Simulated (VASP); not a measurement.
Here is a VASP 6.6.1 calculation.

File INCAR:

```
SYSTEM = Be3I
ALGO = Normal
EDIFF = 1E-7
ENCUT = 520
GGA = PE
ISIF = 2
ISMEAR = 0
LASPH = .TRUE.
LCHARG = .TRUE.
LELF = .TRUE.
LREAL = .FALSE.
LVHAR = .TRUE.
LWAVE = .FALSE.
NBANDS = 14
NELM = 80
PREC = Accurate
SIGMA = 0.1
```

Contents of KPOINTS:

```
k-points
0
G
  6 6 6
  0 0 0
```

The input POSCAR:

```
Be3I
1.0
   -1.7336933852      1.7336933852      5.6499242346
    1.7336933852     -1.7336933852      5.6499242346
    1.7336933852      1.7336933852     -5.6499242346
Be I
3 1
Direct
    0.5000000000      0.5000000000      0.0000000000
    0.2500000000      0.7500000000      0.5000000000
    0.7500000000      0.2500000000      0.5000000000
    0.0000000000      0.0000000000      0.0000000000
```

Potentials or basis: VASP PAW PBE potentials, release 64 (Be, I).

The run is started by

```sh
$ cat potpaw_PBE.64/Be/POTCAR potpaw_PBE.64/I/POTCAR > POTCAR
$ mpirun -np 1 vasp_std > vasp.out
```

**Question.** What does it give for the band gap on the k mesh?

**Answer.** Zero (an odd number of electrons rules out a gap without spin polarisation).

**Question.** Estimate the pressure.

**Answer.** 0.2 GPa.

Stress tensor (GPa, compression positive):
```
 0.31  0.00  0.00
 0.00  0.31  0.00
 0.00  0.00 -0.09
```

Caveat: spin-orbit coupling is left out, which moves the levels of the heavy elements.
